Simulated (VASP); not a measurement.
Crystal: Sn2Bi2O.

```xyz
5
Lattice="3.1598 -3.4436 0.0000 3.1598 3.4436 0.0000 0.0000 0.0000 6.0771" Properties=species:S:1:pos:R:3 pbc="T T T"
Sn    1.6193    0.0000    3.0385
Sn    4.7003    0.0000    3.0385
Bi    1.5799    1.7218    0.7029
Bi    1.5799   -1.7218    5.3742
O     0.0000    0.0000    3.0385
```

The cell was generated, and may not be a known phase.

| Property | Result |
| --- | --- |
| Program | VASP 6.6.1 |
| Task | relaxation of cell and atoms |
| Functional | PBE |
| Potentials or basis | VASP PAW PBE potentials, release 64 (Sn_d, Bi_d, O) |
| Cutoff | 600 eV |
| k mesh | 3 × 3 × 2 |
| Occupations | gaussian, width 0.15 eV |
| Spin | no spin polarisation |

At the start: pressure 27.5 GPa; volume 26.45 Å³/atom.

Question: Where does the relaxation end?

Answer: Over 24 steps the energy falls by 1248.9 meV/atom and the volume is 28.46 Å³/atom (+7.6 %); space group C222 (No. 21, to 0.1 Å) before, Cmmm (No. 65, to 0.1 Å).

Step by step:
| step | energy change (eV) | largest force (eV/Å) | pressure (GPa) | volume (Å³) |
| --- | --- | --- | --- | --- |
| 1 | 0.0000 | 16.4356 | 27.47 | 132.25 |
| 2 | 1.9891 | 7.1009 | -4.09 | 226.14 |
| 3 | 0.7267 | 5.2375 | -4.61 | 212.46 |
| 4 | -0.1321 | 4.3513 | -4.86 | 202.10 |
| 5 | -3.1057 | 3.7912 | -3.87 | 166.15 |
| 6 | -4.4570 | 3.0332 | -0.28 | 148.95 |
| 7 | -4.5934 | 1.6603 | 4.59 | 140.54 |
| 8 | -4.6259 | 2.1650 | 2.26 | 143.86 |
| 9 | -4.6310 | 1.9917 | 2.70 | 143.16 |
| 10 | -5.0731 | 1.3274 | -1.24 | 152.79 |
| 11 | -5.1852 | 1.1671 | -3.15 | 161.31 |
| 12 | -5.5359 | 1.2183 | -0.19 | 154.29 |
| 13 | -5.5407 | 1.2195 | 0.30 | 153.46 |
| 14 | -5.8255 | 1.1499 | 0.47 | 149.55 |
| 15 | -6.1682 | 0.8715 | 2.95 | 137.52 |
| 16 | -6.1721 | 0.8557 | 1.80 | 140.22 |
| 17 | -6.1816 | 0.8554 | 2.29 | 138.94 |
| 18 | -6.1034 | 1.2206 | -2.73 | 147.97 |
| 19 | -6.2337 | 0.1624 | 0.09 | 142.25 |
| 20 | -6.2337 | 0.1640 | 0.12 | 142.16 |
| 21 | -6.2425 | 0.1120 | -0.16 | 143.20 |
| 22 | -6.2426 | 0.1078 | -0.18 | 143.30 |
| 23 | -6.2442 | 0.0861 | 0.03 | 142.72 |
| 24 | -6.2446 | 0.0760 | 0.19 | 142.29 |

Final structure:
```
Sn Bi O
1.0
     3.81925   -3.29751    0.00000
     3.81925    3.29751    0.00000
     0.00000    0.00000    5.64898
Sn Bi O
2 2 1
Direct
  0.25901 0.25901 0.50000
  0.74099 0.74099 0.50000
  0.00000 0.50000 0.00344
  0.50000 0.00000 0.99656
  0.00000 0.00000 0.50000
```

Caveat: the k points lie up to 0.56 Å⁻¹ apart in the final cell, too coarse for converged energies and pressures of a metal; the relaxation stopped at a loose force limit of 0.08 eV/Å, so its end isn't a converged minimum.
